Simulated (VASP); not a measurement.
# Al4CoNi3 (P4/mmm) in VASP: single point with PBE

Aim: the single point of Al4CoNi3 with PBE.

All numbers are computed with VASP 6.6.1; they aren't measurements. Logs are shortened: lines on timing, memory, paths and dates and some standing lists are left out, and cuts for length are marked.

### Step 1. The cell of the first run

Symmetry: P4/mmm, No. 123, tetragonal system. Conventional cell: a = 2.877 Å, b = 2.877 Å, c = 11.590 Å, α = 90.00°, β = 90.00°, γ = 90.00°. Within 3.3 Å of Al (site symmetry 4mm) lie 4 Co at 2.48 Å and 4 Ni at 2.50 Å and 6 Al at 2.83 to 2.92 Å. Al (site symmetry 4mm) has 8 Ni at 2.50 to 2.51 Å and 6 Al at 2.88 to 2.92 Å within 3.3 Å. Ni (site symmetry 4mm) has 8 Al at 2.50 to 2.51 Å and 1 Co at 2.87 Å and 5 Ni at 2.88 to 2.92 Å within 3.3 Å. Ni (site symmetry 4/mmm) has 8 Al at 2.50 Å and 6 Ni at 2.88 to 2.92 Å within 3.3 Å. Within 3.3 Å of Co (site symmetry 4/mmm) lie 8 Al at 2.48 Å and 2 Ni at 2.87 Å and 4 Co at 2.88 Å.

### Step 2. Single point, PBE, collinear spin, ferromagnetic start

Contents of INCAR:

```
SYSTEM = Al4CoNi3
  PREC = Accurate
  ENCUT = 520
  EDIFF = 1E-7
  ISMEAR = 0
  SIGMA = 0.1
  LREAL = .False.
  LASPH = .True.
  NELM = 150
  ALGO = Normal
  ISIF = 2
  LWAVE = .False.
  LCHARG = .False.
  ISPIN = 2
  MAGMOM = 0 0 0 0 0 0 0 0.49
  LORBIT = 11
  LMAXMIX = 4
  GGA = PE
  NBANDS = 40
  KPAR = 4
```

Contents of KPOINTS:

```
regular mesh
0
Gamma
  14 14 4
  0 0 0
```

Contents of POSCAR:

```
Al4CoNi3
1.0
    2.8774962000      0.0000000000      0.0000000000
    0.0000000000      2.8774962000      0.0000000000
    0.0000000000      0.0000000000     11.5904150000
Al Ni Co
4 3 1
Direct
    0.0000000000      0.0000000000      0.6220070000
    0.0000000000      0.0000000000      0.8743430000
    0.0000000000      0.0000000000      0.1256570000
    0.0000000000      0.0000000000      0.3779930000
    0.5000000000      0.5000000000      0.7476750000
    0.5000000000      0.5000000000      0.0000000000
    0.5000000000      0.5000000000      0.2523250000
    0.5000000000      0.5000000000      0.5000000000
```

Potentials or basis: VASP PAW PBE potentials, release 64 (Al, Ni, Co).

Command:

```sh
$ cat potpaw_PBE.64/Al/POTCAR potpaw_PBE.64/Ni/POTCAR potpaw_PBE.64/Co/POTCAR > POTCAR
$ mpirun -np 4 vasp_std > vasp.out
```

OUTCAR:

```text
SYSTEM = Al4CoNi3
   PREC = Accurate
   ENCUT = 520
   EDIFF = 1E-7
   ISMEAR = 0
   LREAL = .False.
   LASPH = .True.
   NELM = 150
   ISIF = 2
   ISPIN = 2
   LORBIT = 11
   GGA = PE

 ion  position               nearest neighbor table
   1  0.000  0.000  0.622-   8 2.48   8 2.48   8 2.48   8 2.48   5 2.50   5 2.50   5 2.50   5 2.50
                             4 2.83   2 2.92
   2  0.000  0.000  0.874-   6 2.50   6 2.50   6 2.50   6 2.50   5 2.51   5 2.51   5 2.51   5 2.51
                             3 2.91   1 2.92
   3  0.000  0.000  0.126-   6 2.50   6 2.50   6 2.50   6 2.50   7 2.51   7 2.51   7 2.51   7 2.51
                             2 2.91   4 2.92
   4  0.000  0.000  0.378-   8 2.48   8 2.48   8 2.48   8 2.48   7 2.50   7 2.50   7 2.50   7 2.50
                             1 2.83   3 2.92
   5  0.500  0.500  0.748-   1 2.50   1 2.50   1 2.50   1 2.50   2 2.51   2 2.51   2 2.51   2 2.51
                             8 2.87   6 2.92
   6  0.500  0.500  0.000-   2 2.50   3 2.50   2 2.50   3 2.50   2 2.50   3 2.50   2 2.50   3 2.50
                             5 2.92   7 2.92
   7  0.500  0.500  0.252-   4 2.50   4 2.50   4 2.50   4 2.50   3 2.51   3 2.51   3 2.51   3 2.51
                             8 2.87   6 2.92
   8  0.500  0.500  0.500-   1 2.48   4 2.48   1 2.48   4 2.48   1 2.48   4 2.48   1 2.48   4 2.48
                             5 2.87   7 2.87

  LATTYP: Found a simple tetragonal cell.
 ALAT       =     2.8774962000
 C/A-ratio  =     4.0279514531

  Lattice vectors:

 A1 = (   2.8774962000,   0.0000000000,   0.0000000000)
 A2 = (   0.0000000000,   2.8774962000,   0.0000000000)
 A3 = (   0.0000000000,   0.0000000000,  11.5904150000)

Analysis of symmetry for initial positions (statically):
=====================================================================
 Subroutine PRICEL returns:
 Original cell was already a primitive cell.

 Routine SETGRP: Setting up the symmetry group for a
 simple tetragonal supercell.

 Subroutine GETGRP returns: Found 16 space group operations
 (whereof 16 operations were pure point group operations)
 out of a pool of 16 trial point group operations.

The static configuration has the point symmetry D_4h.

Analysis of symmetry for dynamics (positions and initial velocities):
=====================================================================
 Subroutine PRICEL returns:
 Original cell was already a primitive cell.

 Routine SETGRP: Setting up the symmetry group for a
 simple tetragonal supercell.

 Subroutine GETGRP returns: Found 16 space group operations
 (whereof 16 operations were pure point group operations)
 out of a pool of 16 trial point group operations.

The dynamic configuration has the point symmetry D_4h.

[... 172 lines left out ...]

  energy without entropy =      -43.54044766  energy(sigma->0) =      -43.55258069

 E-fermi :  10.0061     XC(G=0): -12.0467

 val. band max:       10.0060603182   @ k =   0.3571   0.2143   0.2500
 cond. band min:      10.0061344433   @ k =   0.3571   0.2143   0.2500
 fundamental gap:      0.0000741251
 Fermi energy:        10.0060830463

 spin component 1

 k-point     1 :       0.0000    0.0000    0.0000
  band No.  band energies     occupation
      1      -1.0315      1.00000
      2       0.0885      1.00000
      3       0.0969      1.00000
      4       3.1102      1.00000
      5       3.3144      1.00000
      6       6.4289      1.00000
[... 949 lines left out ...]
     36      17.2962      0.00000
     37      17.9265      0.00000

 [... further k-points ...]

 spin component 2

 k-point     1 :       0.0000    0.0000    0.0000
  band No.  band energies     occupation
      1      -1.0315      1.00000
      2       0.0885      1.00000
      3       0.0969      1.00000
      4       3.1102      1.00000
      5       3.3144      1.00000
      6       6.4289      1.00000
[... 949 lines left out ...]
     36      17.2962      0.00000
     37      17.9265      0.00000

 [... further k-points ...]

 [bands above 37 left out]

------------------------ aborting loop because EDIFF is reached ----------------------------------------

  FORCE on cell =-STRESS in cart. coord.  units (eV):
  Direction    XX          YY          ZZ          XY          YZ          ZX
  --------------------------------------------------------------------------------------
  -------------------------------------------------------------------------------------
  Total       -0.1390935     -0.1390935      0.0492302      0.0000000      0.0000000      0.0000000
  in kB       -2.3221424     -2.3221424      0.8218895      0.0000000      0.0000000      0.0000000
  external PRESSURE =      -1.2741318 kB  Pullay stress =       0.0000000 kB

 VOLUME and BASIS-vectors are now :
 -----------------------------------------------------------------------------
  energy-cutoff  :      520.00
  volume of cell :       95.97
      direct lattice vectors                 reciprocal lattice vectors
     2.877496200  0.000000000  0.000000000     0.347524351  0.000000000  0.000000000
     0.000000000  2.877496200  0.000000000     0.000000000  0.347524351  0.000000000
     0.000000000  0.000000000 11.590415000     0.000000000  0.000000000  0.086278188

 POSITION                                       TOTAL-FORCE (eV/Angst)
 -----------------------------------------------------------------------------------
      0.00000      0.00000      7.20932         0.000000      0.000000      0.085943
      0.00000      0.00000     10.13400         0.000000      0.000000     -0.009391
      0.00000      0.00000      1.45642         0.000000      0.000000      0.009391
      0.00000      0.00000      4.38110         0.000000      0.000000     -0.085943
      1.43875      1.43875      8.66586         0.000000     -0.000000     -0.022239
      1.43875      1.43875      0.00000         0.000000      0.000000      0.000000
      1.43875      1.43875      2.92455        -0.000000     -0.000000      0.022239
      1.43875      1.43875      5.79521         0.000000      0.000000      0.000000
 -----------------------------------------------------------------------------------
    total drift:                                0.000000     -0.000000     -0.000000

  FREE ENERGIE OF THE ION-ELECTRON SYSTEM (eV)
  ---------------------------------------------------
  free  energy   TOTEN  =       -43.5647137183 eV

  energy  without entropy=      -43.5404476550  energy(sigma->0) =      -43.55258069

 total charge

# of ion       s       p       d       tot
------------------------------------------
    1        0.388   0.416   0.000   0.804
    2        0.383   0.409   0.000   0.792
    3        0.383   0.409   0.000   0.792
    4        0.388   0.416   0.000   0.804
    5        0.471   0.506   8.465   9.442
    6        0.472   0.505   8.474   9.452
    7        0.471   0.506   8.465   9.442
    8        0.431   0.496   7.500   8.427
--------------------------------------------------
tot          3.388   3.663  32.905  39.956

 magnetization (x)

# of ion       s       p       d       tot
------------------------------------------
    1        0.000   0.000   0.000   0.000
    2       -0.000  -0.000   0.000  -0.000
    3       -0.000  -0.000   0.000  -0.000
    4        0.000   0.000   0.000   0.000
    5       -0.000  -0.000  -0.000  -0.000
    6       -0.000  -0.000   0.000   0.000
    7       -0.000  -0.000  -0.000  -0.000
    8       -0.000   0.000  -0.001  -0.000
--------------------------------------------------
tot         -0.000   0.000  -0.001  -0.001
```

Wall time 9.7 min (4 MPI ranks of Intel Xeon Platinum 8375C at 2.90GHz (Ice Lake), shared host); peak memory 0.71 GiB.

Results:

```
Free energy                                           : -43.5647 eV
Pressure                                              : -0.1 GPa
Largest force                                         : 0.086 eV/Å
Net moment                                            : 0.00 μB per cell
Valence electrons inside the program's atomic spheres : Al 0.80, 0.79 (each value once); Ni 9.44, 9.45 (each value once); Co 8.43
```

Forces on the atoms (eV/Å):
```
Al   0.000  0.000  0.086
Al   0.000  0.000 -0.009
Al   0.000  0.000  0.009
Al   0.000  0.000 -0.086
Ni   0.000  0.000 -0.022
Ni   0.000  0.000  0.000
Ni   0.000  0.000  0.022
Co   0.000  0.000  0.000
```
